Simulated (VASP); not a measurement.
# BaTiO3 (P4/mmm) in VASP: single point with PBE

Aim: the single point of BaTiO3 with PBE.

Program: VASP 6.6.1. These are calculated values, not measurements. Logs are shortened: lines on timing, memory, paths and dates and some standing lists are left out, and cuts for length are marked.

### 1 The cell of the first run

Symmetry: P4/mmm, No. 123, tetragonal system. The conventional cell has a = 4.019 Å, b = 4.019 Å, c = 4.260 Å, α = 90.00°, β = 90.00°, γ = 90.00°. Within 3.7 Å of Ba (site symmetry 4/mmm) lie 12 O at 2.84 to 2.93 Å and 8 Ti at 3.55 Å. Within 2.7 Å of Ti (site symmetry 4/mmm) lie 6 O at 2.01 to 2.13 Å. O (site symmetry mmm) has 2 Ti at 2.01 Å within 2.7 Å. O (site symmetry 4/mmm) has 2 Ti at 2.13 Å and 4 Ba at 2.84 Å and 8 O at 2.93 Å within 3.0 Å.

### 2 Single point, PBE (strain +0.0600 x Voigt [0, 0, 1, 0, 0, 0])

File INCAR:

```
PREC     = Accurate       # precision mode
ENCUT    = 1340           # plane-wave cutoff, eV
EDIFF    = 1E-6           # SCF threshold, eV
ISMEAR   = 0              # smearing method
SIGMA    = 0.05           # smearing width, eV
LREAL    = F              # projectors in reciprocal space
LASPH    = T              # aspherical terms in the spheres
NELM     = 120            # most SCF steps
ALGO     = Normal         # electronic algorithm
ISIF     = 2              # what is computed and relaxed
LWAVE    = F              # write WAVECAR
LCHARG   = F              # write CHGCAR
GGA      = PE             # functional
NBANDS   = 28             # bands
GGA_COMPAT= F
```

File KPOINTS:

```
Automatic mesh
0
Gamma
  8 8 8
```

File POSCAR:

```
BaTiO3
1.0
    4.0192501416      0.0000000000      0.0000000000
    0.0000000000      4.0192501416      0.0000000000
    0.0000000000      0.0000000000      4.2604051501
Ba Ti O
1 1 3
Direct
    0.5000000000      0.5000000000      0.5000000000
    0.0000000000      0.0000000000      0.0000000000
    0.5000000000      0.0000000000      0.0000000000
    0.0000000000      0.5000000000      0.0000000000
    0.0000000000      0.0000000000      0.5000000000
```

Potentials or basis: VASP PAW PBE potentials, release 64 (Ba_sv, Ti_sv, O_h).

The run is started by

```bash
$ cat potpaw_PBE.64/Ba_sv/POTCAR potpaw_PBE.64/Ti_sv/POTCAR potpaw_PBE.64/O_h/POTCAR > POTCAR
$ mpirun -np 1 vasp_std > vasp.out
```

OUTCAR:

```text
PREC = Accurate
   ENCUT = 1340
   EDIFF = 1E-6
   ISMEAR = 0
   LREAL = F
   LASPH = T
   NELM = 120
   ISIF = 2
   GGA = PE

 ion  position               nearest neighbor table
   1  0.500  0.500  0.500-   5 2.84   5 2.84   5 2.84   5 2.84   4 2.93   3 2.93   4 2.93   3 2.93
                             4 2.93   3 2.93   4 2.93   3 2.93   2 3.55   2 3.55   2 3.55   2 3.55
   2  0.000  0.000  0.000-   3 2.01   4 2.01   4 2.01   3 2.01   5 2.13   5 2.13   1 3.55   1 3.55
                             1 3.55   1 3.55   1 3.55   1 3.55   1 3.55   1 3.55
   3  0.500  0.000  0.000-   2 2.01   2 2.01   1 2.93   1 2.93   1 2.93   1 2.93
   4  0.000  0.500  0.000-   2 2.01   2 2.01   1 2.93   1 2.93   1 2.93   1 2.93
   5  0.000  0.000  0.500-   2 2.13   2 2.13   1 2.84   1 2.84   1 2.84   1 2.84

  LATTYP: Found a simple tetragonal cell.
 ALAT       =     4.0192501416
 C/A-ratio  =     1.0600000000

  Lattice vectors:

 A1 = (   4.0192501416,   0.0000000000,   0.0000000000)
 A2 = (   0.0000000000,   4.0192501416,   0.0000000000)
 A3 = (   0.0000000000,   0.0000000000,   4.2604051501)

Analysis of symmetry for initial positions (statically):
=====================================================================
 Subroutine PRICEL returns:
 Original cell was already a primitive cell.

 Routine SETGRP: Setting up the symmetry group for a
 simple tetragonal supercell.

 Subroutine GETGRP returns: Found 16 space group operations
 (whereof 16 operations were pure point group operations)
 out of a pool of 16 trial point group operations.

The static configuration has the point symmetry D_4h.

Analysis of symmetry for dynamics (positions and initial velocities):
=====================================================================
 Subroutine PRICEL returns:
 Original cell was already a primitive cell.

 Routine SETGRP: Setting up the symmetry group for a
 simple tetragonal supercell.

 Subroutine GETGRP returns: Found 16 space group operations
 (whereof 16 operations were pure point group operations)
 out of a pool of 16 trial point group operations.

The dynamic configuration has the point symmetry D_4h.

 Subroutine INISYM returns: Found 16 space group operations
 (whereof 16 operations are pure point group operations),
 and found     1 'primitive' translations

----------------------------------------------------------------------------------------

                                     Primitive cell

  volume of cell :      68.8242

  direct lattice vectors                    reciprocal lattice vectors
     4.019250142  0.000000000  0.000000000     0.248802629  0.000000000  0.000000000
     0.000000000  4.019250142  0.000000000     0.000000000  0.248802629  0.000000000
     0.000000000  0.000000000  4.260405150     0.000000000  0.000000000  0.234719461

  length of vectors
     4.019250142  4.019250142  4.260405150     0.248802629  0.248802629  0.234719461

  position of ions in fractional coordinates (direct lattice)
     0.500000000  0.500000000  0.500000000
     0.000000000  0.000000000  0.000000000
     0.500000000  0.000000000  0.000000000
     0.000000000  0.500000000  0.000000000
     0.000000000  0.000000000  0.500000000

  ion indices of the primitive-cell ions
   primitive index   ion index
                 1           1
                 2           2
                 3           3
                 4           4
                 5           5

----------------------------------------------------------------------------------------

 KPOINTS: Automatic mesh

Automatic generation of k-mesh.
 Grid dimensions read from file:
 generate k-points for:    8    8    8

 Generating k-lattice:

  Cartesian coordinates                     Fractional coordinates (reciprocal lattice)
     0.031100329  0.000000000  0.000000000     0.125000000  0.000000000  0.000000000
     0.000000000  0.031100329  0.000000000     0.000000000  0.125000000  0.000000000
     0.000000000  0.000000000  0.029339933     0.000000000  0.000000000  0.125000000

  Length of vectors
     0.031100329  0.031100329  0.029339933

  Shift w.r.t. Gamma in fractional coordinates (k-lattice)
     0.000000000  0.000000000  0.000000000

 Subroutine IBZKPT returns following result:
 ===========================================

 Found     75 irreducible k-points:

 Following reciprocal coordinates:
            Coordinates               Weight
  0.000000  0.000000  0.000000      1.000000
  0.125000  0.000000  0.000000      4.000000
  0.250000  0.000000  0.000000      4.000000
  0.375000  0.000000  0.000000      4.000000
  0.500000  0.000000  0.000000      2.000000
  0.125000  0.125000  0.000000      4.000000
[... 16 lines left out ...]
  0.375000  0.125000  0.125000     16.000000
  0.500000  0.125000  0.125000      8.000000
 [... further k-points ...]
   k-points           NKPTS =     75   k-points in BZ     NKDIM =     75   number of bands    NBANDS=     28
   number of dos      NEDOS =    301   number of ions     NIONS =      5
   total plane-waves  NPLWV = 124416
   dimension x,y,z NGX =    48 NGY =   48 NGZ =   54
   dimension x,y,z NGXF=    96 NGYF=   96 NGZF=  108
   ions per type =               1   1   3
   NGX,Y,Z   is equivalent  to a cutoff of  19.85, 19.85, 21.07 a.u.
   NGXF,Y,Z  is equivalent  to a cutoff of  39.71, 39.71, 42.14 a.u.
 SYSTEM =  unknown system
   PREC   = accura    normal or accurate (medium, high low for compatibility)
   ISTART =      0    job   : 0-new  1-cont  2-samecut
   ICHARG =      2    charge: 1-file 2-atom 10-const
   ISPIN  =      1    spin polarized calculation?
   LNONCOLLINEAR =      F non collinear calculations
   LSORBIT =      F    spin-orbit coupling
   LASPH  =      T    aspherical Exc in radial PAW
   ENCUT  = 1340.0 eV  98.49 Ry    9.92 a.u.  12.00 12.00 12.72*2*pi/ulx,y,z
   NELM   =    120;   NELMIN=  2; NELMDL= -5     # of ELM steps
   EDIFF  = 0.1E-05   stopping-criterion for ELM
   LREAL  =      F    real-space projection
   EDIFFG = 0.1E-04   stopping-criterion for IOM
   NSW    =      0    number of steps for IOM
   IBRION =     -1    ionic relax: 0-MD 1-quasi-New 2-CG
   NFREE  =      0    steps in history (QN), initial steepest desc. (CG)
   ISIF   =      2    stress and relaxation
   ISYM   =      2    0-nonsym 1-usesym 2-fastsym
   POTIM  = 0.5000    time-step for ionic-motion
   TEBEG  =    0.0;   TEEND  =   0.0 temperature during run
   PSTRESS=    0.0 pullay stress
   NELECT =      40.0000    total number of electrons
   NUPDOWN=      -1.0000    fix difference up-down
   EMIN   =  10.00;   EMAX   =-10.00  energy-range for DOS
   EFERMI =   0.00;   METHOD = LEGACY
   ISMEAR =     0;   SIGMA  =   0.05  broadening in eV -4-tet -1-fermi 0-gaus
   EFERMI_NEDOS =   21; number of points for ismear=-14 and -15
   IALGO  =     38    algorithm
   IMIX   =      4    mixing-type and parameters
     AMIX     =   0.40;   BMIX     =  1.00
     AMIX_MAG =   1.60;   BMIX_MAG =  1.00
  volume/ion in A,a.u.               =      13.76        92.89
  Fermi-wavevector in a.u.,A,eV,Ry     =   1.366201  2.581745 25.395333  1.866504
  Thomas-Fermi vector in A             =   2.492362
   LORBIT       =      0    0 simple, 1 ext, 2 COOP (PROOUT), +10 PAW based schemes
   GGA     = PE    functional components
   LHFCALC =     F    Hartree Fock is set to
   AEXX    =    0.0000 exact exchange contribution
   IVDW    =     0    specifies the selected vdW correction
   LEPSILON=     F    determine dielectric tensor
   LRPA    =     F    only Hartree local field effects (RPA)
 non-spin polarized calculation
 Gauss-broadening in eV      SIGMA  =   0.05
  energy-cutoff  :     1340.00
  volume of cell :       68.82
 maximum number of plane-waves:      7720
 NGX is ok and might be reduce to    48
   NGX = 23   NGY = 23   NGZ = 25

 number of electron      39.9999999 magnetization

 Free energy of the ion-electron system (eV)
  ---------------------------------------------------
  ext. energy  EPLUGINS =         0.00000000
  ---------------------------------------------------
  free energy    TOTEN  =       -39.87761566 eV

  energy without entropy =      -39.87761566  energy(sigma->0) =      -39.87761566

 E-fermi :   4.1111     XC(G=0): -10.8921

 val. band max:        3.7063373047   @ k =   0.5000   0.5000   0.5000
 cond. band min:       5.2195460928   @ k =   0.0000   0.0000   0.0000
 fundamental gap:      1.5132087881
 Fermi energy:         4.1110775364

 k-point     1 :       0.0000    0.0000    0.0000
  band No.  band energies     occupation
      1     -53.2745      2.00000
      2     -29.4595      2.00000
      3     -29.4525      2.00000
      4     -29.4525      2.00000
      5     -21.3562      2.00000
      6     -13.1577      2.00000
[... 20 lines left out ...]
     27       8.8911      0.00000
     28      10.3094      0.00000

 k-point     2 :       0.1250    0.0000    0.0000
  band No.  band energies     occupation
      1     -53.2744      2.00000
      2     -29.4593      2.00000
      3     -29.4593      2.00000
      4     -29.4522      2.00000
      5     -21.3428      2.00000
      6     -13.1340      2.00000
[... 20 lines left out ...]
     27       9.1797      0.00000
     28      10.6917      0.00000

 k-point     3 :       0.2500    0.0000    0.0000
  band No.  band energies     occupation
      1     -53.2741      2.00000
      2     -29.4758      2.00000
      3     -29.4586      2.00000
      4     -29.4516      2.00000
      5     -21.3099      2.00000
      6     -13.1169      2.00000
[... 20 lines left out ...]
     27       9.8840      0.00000
     28      11.6100      0.00000

 k-point     4 :       0.3750    0.0000    0.0000
  band No.  band energies     occupation
      1     -53.2737      2.00000
      2     -29.4921      2.00000
      3     -29.4580      2.00000
      4     -29.4510      2.00000
      5     -21.2766      2.00000
      6     -13.1521      2.00000
[... 578 lines left out ...]
     27      10.2300      0.00000
     28      11.4818      0.00000

 k-point    23 :       0.3750    0.1250    0.1250
  band No.  band energies     occupation
      1     -53.2736      2.00000
      2     -29.4916      2.00000
      3     -29.4608      2.00000
      4     -29.4576      2.00000
      5     -21.2608      2.00000
      6     -13.0467      2.00000
[... 20 lines left out ...]
     27      10.9631      0.00000
     28      11.8631      0.00000

 k-point    24 :       0.5000    0.1250    0.1250
  band No.  band energies     occupation
      1     -53.2734      2.00000
      2     -29.4983      2.00000
      3     -29.4606      2.00000
      4     -29.4574      2.00000
      5     -21.2479      2.00000
      6     -13.0583      2.00000
[... 20 lines left out ...]
     27      11.2656      0.00000
     28      11.9815      0.00000

 [... further k-points ...]
[... 5 lines left out ...]
  --------------------------------------------------------------------------------------
  -------------------------------------------------------------------------------------
  Total       -1.6893677     -1.6893677     -4.9033130      0.0000000     -0.0000000      0.0000000
  in kB      -39.3272706    -39.3272706   -114.1456139      0.0000000     -0.0000000      0.0000000
  external PRESSURE =     -64.2667184 kB  Pullay stress =       0.0000000 kB

 VOLUME and BASIS-vectors are now :
 -----------------------------------------------------------------------------
  energy-cutoff  :     1340.00
  volume of cell :       68.82
      direct lattice vectors                 reciprocal lattice vectors
     4.019250142  0.000000000  0.000000000     0.248802629  0.000000000  0.000000000
     0.000000000  4.019250142  0.000000000     0.000000000  0.248802629  0.000000000
     0.000000000  0.000000000  4.260405150     0.000000000  0.000000000  0.234719461

 POSITION                                       TOTAL-FORCE (eV/Angst)
 -----------------------------------------------------------------------------------
      2.00963      2.00963      2.13020         0.000000      0.000000      0.000000
      0.00000      0.00000      0.00000         0.000000      0.000000      0.000000
      2.00963      0.00000      0.00000         0.000000      0.000000      0.000000
      0.00000      2.00963      0.00000         0.000000      0.000000      0.000000
      0.00000      0.00000      2.13020         0.000000      0.000000      0.000000
 -----------------------------------------------------------------------------------
    total drift:                                0.000000      0.000000      0.000000

  FREE ENERGIE OF THE ION-ELECTRON SYSTEM (eV)
  ---------------------------------------------------
  free  energy   TOTEN  =       -39.8776156636 eV

  energy  without entropy=      -39.8776156636  energy(sigma->0) =      -39.87761566
```

It took 8 min on 1 thread of Intel Xeon Platinum 8488C (Sapphire Rapids), shared host; peak memory 0.77 GiB.

What came out:

| Property | Result |
| --- | --- |
| Free energy | -39.8776 eV |
| Pressure | -6.4 GPa |
| Band gap on the k mesh | 1.51 eV (least direct gap 1.76 eV) |

Caveat: the cell differs from its parent crystal (strain +0.0600 x Voigt [0, 0, 1, 0, 0, 0]); the stress differs along the axes, from -11 to -4 GPa; spin-orbit coupling is left out, which moves the levels of the heavy elements. A k mesh can miss the band edges.
